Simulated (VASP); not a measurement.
# Ta16C in VASP: single point with PBE

Aim: the single point of Ta16C with PBE.

Everything below comes from runs of VASP 6.6.1. Logs are shortened: lines on timing, memory, paths and dates and some standing lists are left out, and cuts for length are marked.

**1. The cell of the first run**

The cell holds a slab with vacuum, 17 atoms: a = 6.638 Å, b = 6.638 Å, c = 20.300 Å, α = 90.00°, β = 90.00°, γ = 90.00°.

**2. Single point, PBE**

INCAR reads:

```
ALGO = Normal
DIPOL = 0.5 0.5 0.327
EDIFF = 1E-6
ENCUT = 520
GGA = PE
IDIPOL = 3
ISIF = 2
ISMEAR = 0
LASPH = True
LCHARG = False
LDIPOL = True
LREAL = Auto
LWAVE = False
NBANDS = 104
NELM = 100
PREC = Accurate
SIGMA = 0.1
```

KPOINTS reads:

```
k-points
0
Gamma
  4 4 1
```

POSCAR reads:

```
Ta16C
1.0
    6.6379342676      0.0000000000      0.0000000000
    0.0000000000      6.6379342676      0.0000000000
    0.0000000000      0.0000000000     20.2996557945
Ta C
16 1
Direct
    0.2500000000      0.2500000000      0.1970476761
    0.2500000000      0.7500000000      0.1970476761
    0.7500000000      0.2500000000      0.1970476761
    0.7500000000      0.7500000000      0.1970476761
    0.0000000000      0.0000000000      0.2787970212
    0.0000000000      0.5000000000      0.2787970212
    0.5000000000      0.0000000000      0.2787970212
    0.5000000000      0.5000000000      0.2787970212
    0.2500000000      0.2500000000      0.3599139039
    0.2500000000      0.7500000000      0.3599139039
    0.7500000000      0.2500000000      0.3599139039
    0.7500000000      0.7500000000      0.3599139039
    0.0000000000      0.0000000000      0.4334879312
    0.0000000000      0.5000000000      0.4334879312
    0.5000000000      0.0000000000      0.4334879312
    0.5000000000      0.5000000000      0.4334879312
    0.0625000000      0.2500000000      0.4830328979
```

Potentials or basis: VASP PAW PBE potentials, release 64 (Ta_pv, C).

On the command line:

```
> cat potpaw_PBE.64/Ta_pv/POTCAR potpaw_PBE.64/C/POTCAR > POTCAR
> mpirun -np 1 vasp_std > vasp.out
```

OUTCAR:

```text
EDIFF = 1E-6
   ENCUT = 520
   GGA = PE
   ISIF = 2
   ISMEAR = 0
   LASPH = True
   LREAL = Auto
   NELM = 100
   PREC = Accurate

 ion  position               nearest neighbor table
   1  0.250  0.250  0.197-   5 2.87   6 2.87   7 2.87   8 2.87   9 3.31   3 3.32   2 3.32   2 3.32
                             3 3.32
   2  0.250  0.750  0.197-   5 2.87   6 2.87   7 2.87   8 2.87  10 3.31   4 3.32   1 3.32   1 3.32
                             4 3.32
   3  0.750  0.250  0.197-   5 2.87   6 2.87   7 2.87   8 2.87  11 3.31   4 3.32   1 3.32   4 3.32
                             1 3.32
   4  0.750  0.750  0.197-   5 2.87   6 2.87   7 2.87   8 2.87  12 3.31   3 3.32   2 3.32   3 3.32
                             2 3.32
   5  0.000  0.000  0.279-   9 2.87  10 2.87  11 2.87  12 2.87   1 2.87   2 2.87   3 2.87   4 2.87
                            13 3.14   7 3.32   6 3.32   6 3.32   7 3.32
   6  0.000  0.500  0.279-   9 2.87  10 2.87  11 2.87  12 2.87   1 2.87   2 2.87   3 2.87   4 2.87
                            14 3.14   8 3.32   5 3.32   5 3.32   8 3.32
   7  0.500  0.000  0.279-   9 2.87  10 2.87  11 2.87  12 2.87   1 2.87   2 2.87   3 2.87   4 2.87
                            15 3.14   8 3.32   5 3.32   8 3.32   5 3.32
   8  0.500  0.500  0.279-   9 2.87  10 2.87  11 2.87  12 2.87   1 2.87   2 2.87   3 2.87   4 2.87
                            16 3.14   7 3.32   6 3.32   7 3.32   6 3.32
   9  0.250  0.250  0.360-  13 2.78  14 2.78  15 2.78  16 2.78  17 2.79   6 2.87   7 2.87   8 2.87
                             5 2.87   1 3.31  11 3.32  10 3.32  10 3.32  11 3.32
  10  0.250  0.750  0.360-  13 2.78  14 2.78  15 2.78  16 2.78   5 2.87   6 2.87   7 2.87   8 2.87
                             2 3.31   9 3.32  12 3.32   9 3.32  12 3.32
  11  0.750  0.250  0.360-  13 2.78  14 2.78  15 2.78  16 2.78   5 2.87   6 2.87   7 2.87   8 2.87
                             3 3.31   9 3.32  12 3.32  12 3.32   9 3.32
  12  0.750  0.750  0.360-  13 2.78  14 2.78  15 2.78  16 2.78   5 2.87   6 2.87   7 2.87   8 2.87
                             4 3.31  10 3.32  11 3.32  11 3.32  10 3.32
  13  0.000  0.000  0.433-  17 1.98  10 2.78  11 2.78  12 2.78   9 2.78   5 3.14  15 3.32  14 3.32
                            14 3.32  15 3.32
  14  0.000  0.500  0.433-  17 1.98  10 2.78  11 2.78  12 2.78   9 2.78   6 3.14  16 3.32  13 3.32
                            13 3.32  16 3.32
  15  0.500  0.000  0.433-   9 2.78  10 2.78  11 2.78  12 2.78   7 3.14  13 3.32  16 3.32  16 3.32
                            13 3.32
  16  0.500  0.500  0.433-   9 2.78  10 2.78  11 2.78  12 2.78   8 3.14  14 3.32  15 3.32  15 3.32
                            14 3.32
  17  0.062  0.250  0.483-  13 1.98  14 1.98   9 2.79

  LATTYP: Found a simple tetragonal cell.
 ALAT       =     6.6379342676
 C/A-ratio  =     3.0581284743

  Lattice vectors:

 A1 = (   6.6379342676,   0.0000000000,   0.0000000000)
 A2 = (   0.0000000000,   6.6379342676,   0.0000000000)
 A3 = (   0.0000000000,   0.0000000000,  20.2996557945)

Analysis of symmetry for initial positions (statically):
=====================================================================
 Subroutine PRICEL returns:
 Original cell was already a primitive cell.

 Routine SETGRP: Setting up the symmetry group for a
 simple tetragonal supercell.

 Subroutine GETGRP returns: Found  2 space group operations
 (whereof  1 operations were pure point group operations)
 out of a pool of 16 trial point group operations.

The static configuration has the point symmetry C_1 .
 The point group associated with its full space group is C_1h.

Analysis of symmetry for dynamics (positions and initial velocities):
=====================================================================
 Subroutine PRICEL returns:
 Original cell was already a primitive cell.

 Routine SETGRP: Setting up the symmetry group for a
 simple tetragonal supercell.

 Subroutine GETGRP returns: Found  2 space group operations
 (whereof  1 operations were pure point group operations)
 out of a pool of 16 trial point group operations.

The dynamic configuration has the point symmetry C_1 .
 The point group associated with its full space group is C_1h.

 Subroutine INISYM returns: Found  2 space group operations
 (whereof  1 operations are pure point group operations),
 and found     1 'primitive' translations

----------------------------------------------------------------------------------------

                                     Primitive cell

  volume of cell :     894.4469

  direct lattice vectors                    reciprocal lattice vectors
     6.637934268  0.000000000  0.000000000     0.150649277  0.000000000  0.000000000
     0.000000000  6.637934268  0.000000000     0.000000000  0.150649277  0.000000000
     0.000000000  0.000000000 20.299655795     0.000000000  0.000000000  0.049261919

  length of vectors
     6.637934268  6.637934268 20.299655795     0.150649277  0.150649277  0.049261919

  position of ions in fractional coordinates (direct lattice)
     0.250000000  0.250000000  0.197047676
     0.250000000  0.750000000  0.197047676
     0.750000000  0.250000000  0.197047676
     0.750000000  0.750000000  0.197047676
     0.000000000  0.000000000  0.278797021
     0.000000000  0.500000000  0.278797021
[... 9 lines left out ...]
     0.500000000  0.500000000  0.433487931
     0.062500000  0.250000000  0.483032898

  ion indices of the primitive-cell ions
   primitive index   ion index
                 1           1
                 2           2
                 3           3
                 4           4
                 5           5
                 6           6
[... 9 lines left out ...]
                16          16
                17          17

----------------------------------------------------------------------------------------

 KPOINTS: k-points

Automatic generation of k-mesh.
 Grid dimensions read from file:
 generate k-points for:    4    4    1

 Generating k-lattice:

  Cartesian coordinates                     Fractional coordinates (reciprocal lattice)
     0.037662319  0.000000000  0.000000000     0.250000000  0.000000000  0.000000000
     0.000000000  0.037662319  0.000000000     0.000000000  0.250000000  0.000000000
     0.000000000  0.000000000  0.049261919     0.000000000  0.000000000  1.000000000

  Length of vectors
     0.037662319  0.037662319  0.049261919

  Shift w.r.t. Gamma in fractional coordinates (k-lattice)
     0.000000000  0.000000000  0.000000000

 Subroutine IBZKPT returns following result:
 ===========================================

 Found      9 irreducible k-points:

 Following reciprocal coordinates:
            Coordinates               Weight
  0.000000  0.000000  0.000000      1.000000
  0.250000  0.000000  0.000000      2.000000
  0.000000  0.250000  0.000000      2.000000
  0.500000  0.000000  0.000000      1.000000
  0.000000  0.500000  0.000000      1.000000
  0.250000  0.250000  0.000000      4.000000
  0.500000  0.250000  0.000000      2.000000
 -0.250000  0.500000  0.000000      2.000000
  0.500000  0.500000  0.000000      1.000000
   k-points           NKPTS =      9   k-points in BZ     NKDIM =      9   number of bands    NBANDS=    104
   number of dos      NEDOS =    301   number of ions     NIONS =     17
   total plane-waves  NPLWV = 400000
   dimension x,y,z NGX =    50 NGY =   50 NGZ =  160
   dimension x,y,z NGXF=   100 NGYF=  100 NGZF=  320
   ions per type =              16   1
   NGX,Y,Z   is equivalent  to a cutoff of  12.52, 12.52, 13.10 a.u.
   NGXF,Y,Z  is equivalent  to a cutoff of  25.04, 25.04, 26.21 a.u.
 SYSTEM =  unknown system
   PREC   = accura    normal or accurate (medium, high low for compatibility)
   ISTART =      0    job   : 0-new  1-cont  2-samecut
   ICHARG =      2    charge: 1-file 2-atom 10-const
   ISPIN  =      1    spin polarized calculation?
   LNONCOLLINEAR =      F non collinear calculations
   LSORBIT =      F    spin-orbit coupling
   LASPH  =      T    aspherical Exc in radial PAW
   ENCUT  =  520.0 eV  38.22 Ry    6.18 a.u.  12.34 12.34 37.74*2*pi/ulx,y,z
   NELM   =    100;   NELMIN=  2; NELMDL= -5     # of ELM steps
   EDIFF  = 0.1E-05   stopping-criterion for ELM
   LREAL  =      T    real-space projection
   EDIFFG = 0.1E-04   stopping-criterion for IOM
   NSW    =      0    number of steps for IOM
   IBRION =     -1    ionic relax: 0-MD 1-quasi-New 2-CG
   NFREE  =      0    steps in history (QN), initial steepest desc. (CG)
   ISIF   =      2    stress and relaxation
   ISYM   =      2    0-nonsym 1-usesym 2-fastsym
   POTIM  = 0.5000    time-step for ionic-motion
   TEBEG  =    0.0;   TEEND  =   0.0 temperature during run
   PSTRESS=    0.0 pullay stress
   NELECT =     180.0000    total number of electrons
   NUPDOWN=      -1.0000    fix difference up-down
   EMIN   =  10.00;   EMAX   =-10.00  energy-range for DOS
   EFERMI =   0.00;   METHOD = LEGACY
   ISMEAR =     0;   SIGMA  =   0.10  broadening in eV -4-tet -1-fermi 0-gaus
   EFERMI_NEDOS =   21; number of points for ismear=-14 and -15
   IALGO  =     38    algorithm
   IMIX   =      4    mixing-type and parameters
     AMIX     =   0.40;   BMIX     =  1.00
     AMIX_MAG =   1.60;   BMIX_MAG =  1.00
  volume/ion in A,a.u.               =      52.61       355.06
  Fermi-wavevector in a.u.,A,eV,Ry     =   0.959358  1.812924 12.522370  0.920368
  Thomas-Fermi vector in A             =   2.088547
   LORBIT       =      0    0 simple, 1 ext, 2 COOP (PROOUT), +10 PAW based schemes
   GGA     = PE    functional components
   LHFCALC =     F    Hartree Fock is set to
   AEXX    =    0.0000 exact exchange contribution
   IVDW    =     0    specifies the selected vdW correction
   LEPSILON=     F    determine dielectric tensor
   LRPA    =     F    only Hartree local field effects (RPA)
 non-spin polarized calculation
 Gauss-broadening in eV      SIGMA  =   0.10
  energy-cutoff  :      520.00
  volume of cell :      894.45
 maximum number of plane-waves:     24163
 NGX is ok and might be reduce to    50
   NGX = 25   NGY = 25   NGZ = 75

 dipolmoment           0.000000      0.000000     -2.292882 electrons x Angstroem

 number of electron     179.9999955 magnetization

 dipolmoment           0.000000      0.000000      0.061871 electrons x Angstroem

 Free energy of the ion-electron system (eV)
  ---------------------------------------------------
  ext. energy  EPLUGINS =         0.00000000
  ---------------------------------------------------
  free energy    TOTEN  =      -182.25833197 eV

  energy without entropy =     -182.17600180  energy(sigma->0) =     -182.21716689

 E-fermi :  -0.6408     XC(G=0):  -5.3047

 val. band max:       -0.6433125699   @ k =   0.5000   0.5000   0.0000
 cond. band min:      -0.6116128216   @ k =   0.2500   0.2500   0.0000
 fundamental gap:      0.0316997483
 Fermi energy:        -0.6408350680

 k-point     1 :       0.0000    0.0000    0.0000
  band No.  band energies     occupation
      1     -35.6627      2.00000
      2     -35.6545      2.00000
      3     -35.6543      2.00000
      4     -35.6430      2.00000
      5     -35.6368      2.00000
      6     -35.6356      2.00000
[... 94 lines left out ...]
    101       0.6268      0.00000
    102       0.8296      0.00000

 k-point     2 :       0.2500    0.0000    0.0000
  band No.  band energies     occupation
      1     -35.6478      2.00000
      2     -35.6466      2.00000
      3     -35.6365      2.00000
      4     -35.6307      2.00000
      5     -35.6287      2.00000
      6     -35.6140      2.00000
[... 724 lines left out ...]
    101      -0.0358      0.00000
    102       0.1401      0.00000

 k-point     9 :       0.5000    0.5000    0.0000
  band No.  band energies     occupation
      1     -35.6292      2.00000
      2     -35.6124      2.00000
      3     -35.6012      2.00000
      4     -35.5958      2.00000
      5     -35.5458      2.00000
      6     -35.5432      2.00000
[... 94 lines left out ...]
    101      -0.1086      0.00000
    102       0.0901      0.00000
 [bands above 102 left out]

------------------------ aborting loop because EDIFF is reached ----------------------------------------

 vacuum level on the upper side and lower side of the slab       (xc-potential included)        -0.000        -0.291

  FORCE on cell =-STRESS in cart. coord.  units (eV):
  Direction    XX          YY          ZZ          XY          YZ          ZX
  --------------------------------------------------------------------------------------
  -------------------------------------------------------------------------------------
  Total      -15.0163901    -12.9085503     -2.8059174      0.0000000      0.0000000      1.6986674
  in kB      -26.8980970    -23.1224307     -5.0260973      0.0000000      0.0000000      3.0427366
  external PRESSURE =     -18.3488750 kB  Pullay stress =       0.0000000 kB

 VOLUME and BASIS-vectors are now :
 -----------------------------------------------------------------------------
  energy-cutoff  :      520.00
  volume of cell :      894.45
      direct lattice vectors                 reciprocal lattice vectors
     6.637934268  0.000000000  0.000000000     0.150649277  0.000000000  0.000000000
     0.000000000  6.637934268  0.000000000     0.000000000  0.150649277  0.000000000
     0.000000000  0.000000000 20.299655795     0.000000000  0.000000000  0.049261919

 POSITION                                       TOTAL-FORCE (eV/Angst)
 -----------------------------------------------------------------------------------
      1.65948      1.65948      4.00000         0.021630      0.000000      0.920794
      1.65948      4.97845      4.00000        -0.009200      0.000000      0.863647
      4.97845      1.65948      4.00000         0.024365      0.000000      0.862893
      4.97845      4.97845      4.00000         0.105801      0.000000      0.815963
      0.00000      0.00000      5.65948         0.004529      0.108584     -0.991494
      0.00000      3.31897      5.65948         0.004529     -0.108584     -0.991494
[... 9 lines left out ...]
      3.31897      3.31897      8.79966         0.009180      0.040618     -0.098304
      0.41487      1.65948      9.80540         1.681892      0.000000      0.060578
 -----------------------------------------------------------------------------------
    total drift:                                0.006802     -0.000000      0.001091

  FREE ENERGIE OF THE ION-ELECTRON SYSTEM (eV)
  ---------------------------------------------------
  free  energy   TOTEN  =      -182.2583319745 eV

  energy  without entropy=     -182.1760018002  energy(sigma->0) =     -182.21716689

 vacuum level on the upper side and lower side of the slab         3.533         3.231
```

Run time: 30 min. Hardware: 1 thread of AMD EPYC 9R45 (Zen 5), shared host; peak memory 1.1 GiB.

Results:

| Quantity | Value |
| --- | --- |
| Free energy | -182.2583 eV |
| Largest force | 1.683 eV/Å |
| Band gap on the k mesh | zero (band 90 reaches -0.51 eV, above the bottom of band 91 at -1.04 eV) |

Forces on the atoms (eV/Å):
```
Ta   0.022  0.000  0.921
Ta  -0.009  0.000  0.864
Ta   0.024  0.000  0.863
Ta   0.106  0.000  0.816
Ta   0.005  0.109 -0.991
Ta   0.005 -0.109 -0.991
Ta  -0.019  0.152 -0.806
Ta  -0.019 -0.152 -0.806
Ta   0.162  0.000 -0.395
Ta   0.707  0.000 -0.310
Ta  -0.672  0.000 -0.776
Ta  -0.614  0.000 -0.218
Ta  -0.698 -0.242  0.984
Ta  -0.698  0.242  0.984
Ta   0.009 -0.041 -0.098
Ta   0.009  0.041 -0.098
C    1.682  0.000  0.061
```

Caveat: spin-orbit coupling is left out, which moves the levels of the heavy elements.
